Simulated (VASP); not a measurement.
# H8C3S2 in VASP: notebook

Runs on H8C3S2. Level: PBE+D3(BJ). Tasks: single point.

Everything below comes from runs of VASP 6.6.1. Logs are shortened: lines on timing, memory, paths and dates and some standing lists are left out, and cuts for length are marked.

**1. The cell of the first run**

The cell holds an amorphous packing of atoms, 39 atoms: a = 8.482 Å, b = 8.482 Å, c = 8.482 Å, α = 90.00°, β = 90.00°, γ = 90.00°.

**2. Single point, PBE+D3(BJ)**

Input file INCAR:

```
PREC = Accurate ; ENCUT = 520
EDIFF = 1E-6 ; ISMEAR = -1
SIGMA = 0.05 ; LREAL = Auto
LASPH = True ; NELM = 80
ALGO = Normal ; ISIF = 2
LWAVE = False ; LCHARG = False
GGA = PE ; IVDW = 12
NBANDS = 73
```

Input file KPOINTS:

```
regular mesh
0
Gamma
  1 1 1
```

Input file POSCAR:

```
H8C3S2
1.0
    8.4818530000      0.0000000000      0.0000000000
    0.0000000000      8.4818530000      0.0000000000
    0.0000000000      0.0000000000      8.4818530000
S C H
6 9 24
Direct
   -0.0791572313      0.5850844149     -0.0160342321
    0.1538932589      0.2938390939     -0.0260909969
    0.3294327313      1.0358349762      0.6745695781
    0.0212453576      0.8490479616      0.7487868512
    0.5891047628      0.2388275298      0.9323434396
    0.5162551155      0.5962612179      0.8540822389
    0.0196537243      0.4254966456     -0.0326697480
    0.1867516450      0.9211076872      0.7096562508
    0.5513299983      0.4135535006      0.8869288350
    0.4042630779      0.9459725369      0.1596820883
    0.8169677074      0.2844779319      0.5514714768
    0.1052835978      0.6012954952      0.4414129790
    0.8950166903      1.0125263902      0.1631011525
    0.3753189309      0.3498763772      0.2920941922
    0.6391527889      0.6765856470      0.4084131144
    0.5005509999      0.8539171806      0.1304196147
    0.4598523459      1.0649913409      0.1807977573
    0.3031648863      0.9181484282      0.2411147658
    0.3399493012      0.9564537372      0.0438819206
    0.7712465661      0.1606724380      0.5503160689
    0.9261183847      0.2879323657      0.6091947125
    0.7401684514      0.3405034254      0.6372664086
    0.8021714123      0.3449246291      0.4341268353
    0.0358765944      0.7068974197      0.3932867028
    0.1376703888      0.5144630542      0.3595204963
    0.0224125554      0.5406130005      0.5309335118
    0.2133260268      0.6349320131      0.4849529932
    1.0118661571      1.0293859137      0.1404174300
    0.8786169720      0.9959262439      0.2905615082
    0.8526674537      0.9147175741      0.1016405260
    0.8325892939      1.1194487808      0.1234164280
    0.4858136542      0.3507016686      0.3631164086
    0.3954560401      0.3363415989      0.1764001333
    0.3054639122      0.4745425322      0.3022570658
    0.3126911065      0.2453591214      0.3229129295
    0.6475118114      0.7041857481      0.2857512386
    0.7478554509      0.6787667742      0.4774664215
    0.6013544446      0.5558455210      0.4011977100
    0.5174812626      0.7131696340      0.4675629252
```

Potentials or basis: VASP PAW PBE potentials, release 64 (S, C, H).

Started as:

```console
$ cat potpaw_PBE.64/S/POTCAR potpaw_PBE.64/C/POTCAR potpaw_PBE.64/H/POTCAR > POTCAR
$ mpirun -np 1 vasp_gam > vasp.out
```

OUTCAR:

```text
PREC = Accurate
   ENCUT = 520
   EDIFF = 1E-6
   ISMEAR = -1
   LREAL = Auto
   LASPH = True
   NELM = 80
   ISIF = 2
   GGA = PE
   IVDW = 12
 IVDW          = 12

 ion  position               nearest neighbor table
   1  0.921  0.585  0.984-   7 1.60
   2  0.154  0.294  0.974-   7 1.60
   3  0.329  0.036  0.675-   8 1.58
   4  0.021  0.849  0.749-   8 1.57
   5  0.589  0.239  0.932-   9 1.56
   6  0.516  0.596  0.854-   9 1.60
   7  0.020  0.425  0.967-   2 1.60   1 1.60
   8  0.187  0.921  0.710-   4 1.57   3 1.58
   9  0.551  0.414  0.887-   5 1.56   6 1.60
  10  0.404  0.946  0.160-  18 1.13  19 1.13  17 1.13  16 1.16
  11  0.817  0.284  0.551-  21 1.05  22 1.09  20 1.12  23 1.13
  12  0.105  0.601  0.441-  27 1.03  25 1.05  24 1.15  26 1.16
  13  0.895  0.013  0.163-  28 1.02  30 1.04  29 1.10  31 1.10
  14  0.375  0.350  0.292-  33 1.00  35 1.07  32 1.11  34 1.22
  15  0.639  0.677  0.408-  36 1.07  38 1.07  37 1.09  39 1.19
  16  0.501  0.854  0.130-  10 1.16
  17  0.460  0.065  0.181-  10 1.13
  18  0.303  0.918  0.241-  10 1.13
  19  0.340  0.956  0.044-  10 1.13
  20  0.771  0.161  0.550-  11 1.12
  21  0.926  0.288  0.609-  11 1.05
[... 16 lines left out ...]
  38  0.601  0.556  0.401-  15 1.07
  39  0.517  0.713  0.468-  15 1.19

  LATTYP: Found a simple cubic cell.
 ALAT       =     8.4818530000

  Lattice vectors:

 A1 = (   8.4818530000,   0.0000000000,   0.0000000000)
 A2 = (   0.0000000000,   8.4818530000,   0.0000000000)
 A3 = (   0.0000000000,   0.0000000000,   8.4818530000)

Analysis of symmetry for initial positions (statically):
=====================================================================
 Subroutine PRICEL returns:
 Original cell was already a primitive cell.

 Routine SETGRP: Setting up the symmetry group for a
 simple cubic supercell.

 Subroutine GETGRP returns: Found  1 space group operations
 (whereof  1 operations were pure point group operations)
 out of a pool of 48 trial point group operations.

The static configuration has the point symmetry C_1 .

Analysis of symmetry for dynamics (positions and initial velocities):
=====================================================================
 Subroutine PRICEL returns:
 Original cell was already a primitive cell.

 Routine SETGRP: Setting up the symmetry group for a
 simple cubic supercell.

 Subroutine GETGRP returns: Found  1 space group operations
 (whereof  1 operations were pure point group operations)
 out of a pool of 48 trial point group operations.

The dynamic configuration has the point symmetry C_1 .

 Subroutine INISYM returns: Found  1 space group operations
 (whereof  1 operations are pure point group operations),
 and found     1 'primitive' translations

----------------------------------------------------------------------------------------

                                     Primitive cell

  volume of cell :     610.2000

  direct lattice vectors                    reciprocal lattice vectors
     8.481853000  0.000000000  0.000000000     0.117898766  0.000000000  0.000000000
     0.000000000  8.481853000  0.000000000     0.000000000  0.117898766  0.000000000
     0.000000000  0.000000000  8.481853000     0.000000000  0.000000000  0.117898766

  length of vectors
     8.481853000  8.481853000  8.481853000     0.117898766  0.117898766  0.117898766

  position of ions in fractional coordinates (direct lattice)
     0.920842769  0.585084415  0.983965768
     0.153893259  0.293839094  0.973909003
     0.329432731  0.035834976  0.674569578
     0.021245358  0.849047962  0.748786851
     0.589104763  0.238827530  0.932343440
     0.516255116  0.596261218  0.854082239
[... 31 lines left out ...]
     0.601354445  0.555845521  0.401197710
     0.517481263  0.713169634  0.467562925

  ion indices of the primitive-cell ions
   primitive index   ion index
                 1           1
                 2           2
                 3           3
                 4           4
                 5           5
                 6           6
[... 31 lines left out ...]
[... 48 lines left out ...]
   TEBEG  =    0.0;   TEEND  =   0.0 temperature during run
   PSTRESS=    0.0 pullay stress
   NELECT =      96.0000    total number of electrons
   NUPDOWN=      -1.0000    fix difference up-down
   EMIN   =  10.00;   EMAX   =-10.00  energy-range for DOS
   EFERMI =   0.00;   METHOD = LEGACY
   ISMEAR =    -1;   SIGMA  =   0.05  broadening in eV -4-tet -1-fermi 0-gaus
   EFERMI_NEDOS =   21; number of points for ismear=-14 and -15
   IALGO  =     38    algorithm
   IMIX   =      4    mixing-type and parameters
     AMIX     =   0.40;   BMIX     =  1.00
     AMIX_MAG =   1.60;   BMIX_MAG =  1.00
  volume/ion in A,a.u.               =      15.65       105.59
  Fermi-wavevector in a.u.,A,eV,Ry     =   0.883774  1.670090 10.626916  0.781056
  Thomas-Fermi vector in A             =   2.004585
   LORBIT       =      0    0 simple, 1 ext, 2 COOP (PROOUT), +10 PAW based schemes
   GGA     = PE    functional components
   LHFCALC =     F    Hartree Fock is set to
   AEXX    =    0.0000 exact exchange contribution
   IVDW    =    12    specifies the selected vdW correction
   LEPSILON=     F    determine dielectric tensor
   LRPA    =     F    only Hartree local field effects (RPA)
 non-spin polarized calculation
  energy-cutoff  :      520.00
  volume of cell :      610.20
 maximum number of plane-waves:      8188
 NGX is ok and might be reduce to    64
   NGX = 31   NGY = 31   NGZ = 31

 number of electron      96.0000002 magnetization

 Free energy of the ion-electron system (eV)
  ---------------------------------------------------
  ext. energy  EPLUGINS =         0.00000000
  ---------------------------------------------------
  free energy    TOTEN  =      -191.27298158 eV

  energy without entropy =     -191.27298158  energy(sigma->0) =     -191.27298158

 E-fermi :  -1.5086     XC(G=0):  -6.3136

 val. band max:       -2.7769515846   @ k =   0.0000   0.0000   0.0000
 cond. band min:       0.3260029579   @ k =   0.0000   0.0000   0.0000
 fundamental gap:      3.1029545424
 Fermi energy:        -1.5085625034

 k-point     1 :       0.0000    0.0000    0.0000
  band No.  band energies     occupation
      1     -17.6731      2.00000
      2     -17.6162      2.00000
      3     -17.3718      2.00000
      4     -15.5495      2.00000
      5     -15.4741      2.00000
      6     -15.2774      2.00000
[... 52 lines left out ...]
     59       4.2091      0.00000
     60       4.2856      0.00000
 [bands above 60 left out]

------------------------ aborting loop because EDIFF is reached ----------------------------------------

 Edisp (eV)   -2.02767

 E8    (eV) :    -0.5498

  FORCE on cell =-STRESS in cart. coord.  units (eV):
  Direction    XX          YY          ZZ          XY          YZ          ZX
  --------------------------------------------------------------------------------------
  -------------------------------------------------------------------------------------
  Total      -2.55212    -9.12909     4.70656     6.17342     3.87072     0.56201
  in kB      -6.70099   -23.96988    12.35783    16.20930    10.16320     1.47564
  external pressure =       -6.10 kB  Pullay stress =        0.00 kB

 VOLUME and BASIS-vectors are now :
 -----------------------------------------------------------------------------
  energy-cutoff  :      520.00
  volume of cell :      610.20
      direct lattice vectors                 reciprocal lattice vectors
     8.481853000  0.000000000  0.000000000     0.117898766  0.000000000  0.000000000
     0.000000000  8.481853000  0.000000000     0.000000000  0.117898766  0.000000000
     0.000000000  0.000000000  8.481853000     0.000000000  0.000000000  0.117898766

 POSITION                                       TOTAL-FORCE (eV/Angst)
 -----------------------------------------------------------------------------------
      7.81045      4.96260      8.34585         0.550302     -2.007404     -0.241976
      1.30530      2.49230      8.26055        -1.612564      1.012568     -0.533607
      2.79420      0.30395      5.72160        -0.352498     -1.049711      0.082959
      0.18020      7.20150      6.35110         0.736978      0.035021     -0.204786
      4.99670      2.02570      7.90800        -0.052725      0.641498     -0.394168
      4.37880      5.05740      7.24420         0.215513     -2.011253      0.194579
[... 31 lines left out ...]
      5.10060      4.71460      3.40290         0.422843     -1.257869      0.004118
      4.38920      6.04900      3.96580         2.371099      0.582861     -0.780667
 -----------------------------------------------------------------------------------
    total drift:                               -0.001635      0.016817      0.008216

  FREE ENERGIE OF THE ION-ELECTRON SYSTEM (eV)
  ---------------------------------------------------
  free  energy   TOTEN  =      -193.3006535466 eV

  energy  without entropy=     -193.3006535466  energy(sigma->0) =     -193.30065355
```

It used 220 s of CPU time on 1 thread of AMD EPYC 7R13 Processor (Zen 3), with other jobs on the host.

Results:

```yaml
Free_energy: -193.3007 eV
Pressure: -0.6 GPa
Largest_force: 4.574 eV/Å
Band_gap_on_the_k_mesh: 3.10 eV
Dispersion_energy_per_atom: -0.052 eV
```

Forces in eV/Å, atoms in the order of the input:
```
S    0.550 -2.007 -0.242
S   -1.613  1.013 -0.534
S   -0.352 -1.050  0.083
S    0.737  0.035 -0.205
S   -0.053  0.641 -0.394
S    0.216 -2.011  0.195
C    1.005  0.804  0.757
C   -0.374  1.315 -0.027
C   -0.214  1.449  0.075
C   -0.005  0.072 -1.650
C   -2.365 -0.526 -0.713
C   -4.226  0.534  0.669
C   -2.115  1.307  1.518
C   -0.665  3.044  3.348
C   -2.685 -0.685  1.385
H   -1.368  0.912  1.057
H   -0.474 -1.106  0.191
H    1.343 -0.167 -0.041
H    0.430  0.142  0.456
H    0.444  0.504 -0.366
H    1.923  0.012  0.090
H   -0.472  0.481  0.015
H    0.528 -0.559  0.911
H    0.923 -1.206  0.173
H   -0.549 -0.877 -1.499
H    1.304  0.813 -0.769
H    1.976  1.056  1.602
H    2.920  0.300 -0.575
H   -0.128  0.046 -0.110
H   -0.688 -1.527 -0.920
H   -0.016 -0.193  0.193
H   -0.437  0.175 -0.444
H    1.219 -0.231 -3.722
H    1.584 -2.880  0.055
H   -1.099 -0.431  0.743
H    0.237  0.973 -0.589
H   -0.234  0.503  0.059
H    0.423 -1.258  0.004
H    2.371  0.583 -0.781
```

Stress tensor (GPa, compression positive):
```
-0.67  1.62  0.15
 1.62 -2.40  1.02
 0.15  1.02  1.24
```

Caveat: the k points lie up to 0.74 Å⁻¹ apart.

(Continued in part 2 of 2.)
